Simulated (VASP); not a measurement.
Runs of VASP 6.6.1 on As. The structure is that of space group Pm-3m (No. 221), or close to it. The cells are those of the table. This isn't the form of As at room conditions, which is rhombohedral.

| task | level | potentials or basis | spin | cell | k mesh | cutoff (eV) | share of exact exchange | screening parameter | gap on the mesh (eV) | pressure (GPa) |
| --- | --- | --- | --- | --- | --- | --- | --- | --- | --- | --- |
| single point | PBE0 | VASP PAW PBE potentials, release 64 (As) | non-collinear, zero start, SOC | a = 2.704 Å, 1 atom | 4 × 4 × 4 | 520 | 0.25 | - | - | -3.8 |
| relaxation of cell and atoms | PBE0 | VASP PAW PBE potentials, release 64 (As) | off | relaxed from a = 2.704 Å, 1 atom | 5 × 5 × 5 | 600 | 0.25 | - | none | 0.0 |
| single point | r2SCAN-based global hybrid with 35 % exact exchange | VASP PAW PBE potentials, release 64 (As_d) | off | a = 2.704 Å, 1 atom | 6 × 6 × 6 | 440 | 0.35 | - | none | -3.5 |
| single point | PBE-based screened hybrid with 25 % exact exchange | VASP PAW PBE potentials, release 64 (As) | off | a = 2.704 Å, 1 atom | 5 × 5 × 5 | 520 | 0.25 | 0.3 1/Å | none | (a) |
| single point | PBE-based screened hybrid with 25 % exact exchange | VASP PAW PBE potentials, release 64 (As) | off | a = 2.702 Å, 1 atom | 5 × 5 × 5 | 520 | 0.25 | 0.3 1/Å | none | -0.4 |

Alike in all rows: smearing fermi-dirac 0.05 eV.

**Question.** Estimate the missing entries.

**Answer.** (a) -0.6.

Caveats: all runs use coarse meshes; the PAW data sets were made with another functional, which shifts forces and pressure a little; an odd number of electrons without spin polarisation forces a metal (at least some runs); a magnetic or distorted state may lie lower (at least some runs).

A k mesh can miss the band edges, and rows without SOC leave out spin-orbit coupling on As.

A gap of «none» marks levels without a gap at the run's occupations.

The runs don't all hold the same shells in valence.
